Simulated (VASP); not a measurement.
# Si5Ni13 in VASP: single point with PBEsol

Aim: the single point of Si5Ni13 with PBEsol.

Everything below comes from runs of VASP 6.6.1. Logs are shortened: lines on timing, memory, paths and dates and some standing lists are left out, and cuts for length are marked.

## (1) The cell of the first run

The cell holds a slab with vacuum, 18 atoms: a = 3.461 Å, b = 4.895 Å, c = 24.790 Å, α = 90.00°, β = 90.00°, γ = 90.00°.

## (2) Single point, PBEsol

Input file INCAR:

```
SYSTEM = Si5Ni13
PREC = Accurate
ENCUT = 520
EDIFF = 1E-7
ISMEAR = 0
SIGMA = 0.1
LREAL = Auto
LASPH = .True.
NELM = 80
ALGO = Normal
ISIF = 2
LWAVE = .False.
LCHARG = .False.
LDIPOL = .True.
IDIPOL = 3
DIPOL = 0.5 0.5 0.500
GGA = PS
NBANDS = 90
```

Input file KPOINTS:

```
regular mesh
0
Gamma
  10 7 1
  0 0 0
```

Input file POSCAR:

```
Si5Ni13
1.0
    3.4612457017      0.0000000000      0.0000000000
    0.0000000000      4.8949406140      0.0000000000
    0.0000000000      0.0000000000     24.7898812281
Si Ni
5 13
Direct
    0.0000000000      0.5000000000      0.3097428325
    0.0000000000      0.0000000000      0.4010841540
    0.0000000000      0.5000000000      0.5000000010
    0.0000000000      0.0000000000      0.5989158478
    0.0000000000      0.5000000000      0.6902571659
    0.0000000000      0.0000000000      0.3051235506
    0.5000000000      0.7482407787      0.3497996460
    0.5000000000      0.2517592213      0.3497996460
    0.0000000000      0.5000000000      0.4030081870
    0.5000000000      0.2485555591      0.4503672306
    0.5000000000      0.7514444409      0.4503672306
    0.0000000000      0.0000000000      0.5000000001
    0.5000000000      0.7514444416      0.5496327698
    0.5000000000      0.2485555584      0.5496327698
    0.0000000000      0.5000000000      0.5969918138
    0.5000000000      0.2517592173      0.6502003520
    0.5000000000      0.7482407827      0.6502003520
    0.0000000000      0.0000000000      0.6948764502
```

Potentials or basis: VASP PAW PBE potentials, release 64 (Si, Ni).

Command:

```bash
> cat potpaw_PBE.64/Si/POTCAR potpaw_PBE.64/Ni/POTCAR > POTCAR
> mpirun -np 1 vasp_std > vasp.out
```

OUTCAR:

```text
SYSTEM = Si5Ni13
   PREC = Accurate
   ENCUT = 520
   EDIFF = 1E-7
   ISMEAR = 0
   LREAL = Auto
   LASPH = .True.
   NELM = 80
   ISIF = 2
   GGA = PS

 ion  position               nearest neighbor table
   1  0.000  0.500  0.310-   9 2.31   8 2.34   7 2.34   7 2.34   8 2.34   6 2.45   6 2.45
   2  0.000  0.000  0.401-   6 2.38  10 2.44  11 2.44  10 2.44  11 2.44   9 2.45   9 2.45  12 2.45
                             7 2.48   8 2.48   8 2.48   7 2.48
   3  0.000  0.500  0.500-  15 2.40   9 2.40  12 2.45  12 2.45  13 2.45  14 2.45  13 2.45  14 2.45
                            10 2.45  11 2.45  11 2.45  10 2.45
   4  0.000  0.000  0.599-  18 2.38  14 2.44  13 2.44  13 2.44  14 2.44  15 2.45  15 2.45  12 2.45
                            16 2.48  17 2.48  16 2.48  17 2.48
   5  0.000  0.500  0.690-  15 2.31  16 2.34  17 2.34  16 2.34  17 2.34  18 2.45  18 2.45
   6  0.000  0.000  0.305-   2 2.38   7 2.40   8 2.40   7 2.40   8 2.40   1 2.45   1 2.45
   7  0.500  0.748  0.350-   1 2.34   1 2.34   6 2.40   6 2.40   8 2.43   8 2.46   2 2.48   2 2.48
                             9 2.49   9 2.49  11 2.49
   8  0.500  0.252  0.350-   1 2.34   1 2.34   6 2.40   6 2.40   7 2.43   7 2.46   2 2.48   2 2.48
                             9 2.49   9 2.49  10 2.49
   9  0.000  0.500  0.403-   1 2.31   3 2.40  10 2.43  11 2.43  10 2.43  11 2.43   2 2.45   2 2.45
                             7 2.49   8 2.49   8 2.49   7 2.49
  10  0.500  0.249  0.450-   9 2.43   9 2.43  11 2.43   2 2.44   2 2.44  12 2.45  12 2.45   3 2.45
                             3 2.45  14 2.46  11 2.46   8 2.49
  11  0.500  0.751  0.450-   9 2.43   9 2.43  10 2.43   2 2.44   2 2.44  12 2.45  12 2.45   3 2.45
                             3 2.45  13 2.46  10 2.46   7 2.49
  12  0.000  0.000  0.500-  10 2.45  11 2.45  10 2.45  11 2.45  13 2.45  14 2.45  13 2.45  14 2.45
                             3 2.45   3 2.45   2 2.45   4 2.45
  13  0.500  0.751  0.550-  15 2.43  15 2.43  14 2.43   4 2.44   4 2.44  12 2.45  12 2.45   3 2.45
                             3 2.45  11 2.46  14 2.46  17 2.49
  14  0.500  0.249  0.550-  15 2.43  15 2.43  13 2.43   4 2.44   4 2.44  12 2.45  12 2.45   3 2.45
                             3 2.45  10 2.46  13 2.46  16 2.49
  15  0.000  0.500  0.597-   5 2.31   3 2.40  13 2.43  14 2.43  13 2.43  14 2.43   4 2.45   4 2.45
                            17 2.49  16 2.49  16 2.49  17 2.49
  16  0.500  0.252  0.650-   5 2.34   5 2.34  18 2.40  18 2.40  17 2.43  17 2.46   4 2.48   4 2.48
                            15 2.49  15 2.49  14 2.49
  17  0.500  0.748  0.650-   5 2.34   5 2.34  18 2.40  18 2.40  16 2.43  16 2.46   4 2.48   4 2.48
                            15 2.49  15 2.49  13 2.49
  18  0.000  0.000  0.695-   4 2.38  16 2.40  17 2.40  16 2.40  17 2.40   5 2.45   5 2.45

  LATTYP: Found a simple orthorhombic cell.
 ALAT       =     3.4612457017
 B/A-ratio  =     1.4142135624
 C/A-ratio  =     7.1621269810

  Lattice vectors:

 A1 = (   3.4612457017,   0.0000000000,   0.0000000000)
 A2 = (   0.0000000000,   4.8949406140,   0.0000000000)
[... 181 lines left out ...]
  Fermi-wavevector in a.u.,A,eV,Ry     =   1.161503  2.194923 18.355486  1.349090
  Thomas-Fermi vector in A             =   2.298075
   LORBIT       =      0    0 simple, 1 ext, 2 COOP (PROOUT), +10 PAW based schemes
   GGA     = PS    functional components
   LHFCALC =     F    Hartree Fock is set to
   AEXX    =    0.0000 exact exchange contribution
   IVDW    =     0    specifies the selected vdW correction
   LEPSILON=     F    determine dielectric tensor
   LRPA    =     F    only Hartree local field effects (RPA)
 non-spin polarized calculation
 Gauss-broadening in eV      SIGMA  =   0.10
  energy-cutoff  :      520.00
  volume of cell :      420.00
 maximum number of plane-waves:     11364
 NGX is ok and might be reduce to    28
   NGX = 13   NGY = 19   NGZ = 93

 dipolmoment           0.000000      0.000000     -0.000000 electrons x Angstroem

 number of electron     150.0000021 magnetization

 dipolmoment           0.000000      0.000000      0.000000 electrons x Angstroem

 Free energy of the ion-electron system (eV)
  ---------------------------------------------------
  ext. energy  EPLUGINS =         0.00000000
  ---------------------------------------------------
  free energy    TOTEN  =      -113.79236240 eV

  energy without entropy =     -113.75600580  energy(sigma->0) =     -113.77418410

 E-fermi :   2.4190     XC(G=0):  -6.7828

 val. band max:        2.4162583565   @ k =   0.3000   0.0000   0.0000
 cond. band min:       2.4249922358   @ k =   0.0000   0.0000   0.0000
 fundamental gap:      0.0087338792
 Fermi energy:         2.4189987708

 k-point     1 :       0.0000    0.0000    0.0000
  band No.  band energies     occupation
      1      -9.6470      2.00000
      2      -8.9757      2.00000
      3      -7.8556      2.00000
      4      -6.4648      2.00000
      5      -5.9085      2.00000
      6      -3.7969      2.00000
[... 2149 lines left out ...]
     86       4.5591      0.00000
     87       4.8387      0.00000
 [bands above 87 left out]

------------------------ aborting loop because EDIFF is reached ----------------------------------------

 vacuum level on the upper side and lower side of the slab       (xc-potential included)        -0.088        -0.088

  FORCE on cell =-STRESS in cart. coord.  units (eV):
  Direction    XX          YY          ZZ          XY          YZ          ZX
  --------------------------------------------------------------------------------------
  -------------------------------------------------------------------------------------
  Total        0.0177028     -6.9224857      0.2292704      0.0000000      0.0000000      0.0000000
  in kB        0.0675303    -26.4069564      0.8745896      0.0000000      0.0000000      0.0000000
  external PRESSURE =      -8.4882789 kB  Pullay stress =       0.0000000 kB

 VOLUME and BASIS-vectors are now :
 -----------------------------------------------------------------------------
  energy-cutoff  :      520.00
  volume of cell :      420.00
      direct lattice vectors                 reciprocal lattice vectors
     3.461245702  0.000000000  0.000000000     0.288913324  0.000000000  0.000000000
     0.000000000  4.894940614  0.000000000     0.000000000  0.204292570  0.000000000
     0.000000000  0.000000000 24.789881228     0.000000000  0.000000000  0.040339040

 POSITION                                       TOTAL-FORCE (eV/Angst)
 -----------------------------------------------------------------------------------
      0.00000      2.44747      7.67849         0.000000     -0.000000     -0.015379
      0.00000      0.00000      9.94283         0.000000      0.000000      0.004070
      0.00000      2.44747     12.39494         0.000000      0.000000      0.000000
      0.00000      0.00000     14.84705         0.000000      0.000000     -0.004070
      0.00000      2.44747     17.11139         0.000000      0.000000      0.015379
      0.00000      0.00000      7.56398        -0.000000      0.000000     -0.026352
[... 10 lines left out ...]
      1.73062      3.66259     16.11839         0.000000      0.002588     -0.005490
      0.00000      0.00000     17.22590         0.000000      0.000000      0.026352
 -----------------------------------------------------------------------------------
    total drift:                                0.000000      0.000000      0.000010

  FREE ENERGIE OF THE ION-ELECTRON SYSTEM (eV)
  ---------------------------------------------------
  free  energy   TOTEN  =      -113.7923623997 eV

  energy  without entropy=     -113.7560057965  energy(sigma->0) =     -113.77418410

 vacuum level on the upper side and lower side of the slab         7.027         7.027
```

Wall time 24 min (1 thread of Intel Xeon 6975P-C (Granite Rapids), shared host); peak memory 0.79 GiB.

What came out:

```
Free energy            : -113.7924 eV
Largest force          : 0.026 eV/Å
Band gap on the k mesh : zero (bands 75 and 76 overlap by 0.34 eV)
```

Forces on the atoms (eV/Å):
```
Si   0.000  0.000 -0.015
Si   0.000  0.000  0.004
Si   0.000  0.000  0.000
Si   0.000  0.000 -0.004
Si   0.000  0.000  0.015
Ni   0.000  0.000 -0.026
Ni   0.000  0.003  0.005
Ni   0.000 -0.003  0.005
Ni   0.000  0.000  0.012
Ni   0.000  0.000 -0.003
Ni   0.000  0.000 -0.003
Ni   0.000  0.000  0.000
Ni   0.000  0.000  0.003
Ni   0.000  0.000  0.003
Ni   0.000  0.000 -0.012
Ni   0.000 -0.003 -0.005
Ni   0.000  0.003 -0.005
Ni   0.000  0.000  0.026
```

Levels at points of the mesh, in eV from the Fermi level:
```csv
k point,band 72,band 73,band 74,band 75,band 76,band 77,band 78,band 79
"(0.00, 0.00, 0.00)",-0.34,-0.18,-0.12,0.01,0.13,0.38,0.45,0.56
"(0.50, 0.00, 0.00)",-0.28,-0.27,-0.23,-0.16,-0.15,-0.14,-0.10,0.01
```

Caveat: the PAW data sets were made with another functional, which shifts forces and pressure a little. Spin polarisation is off, so any magnetic state and its effect on volume and gap are missing.
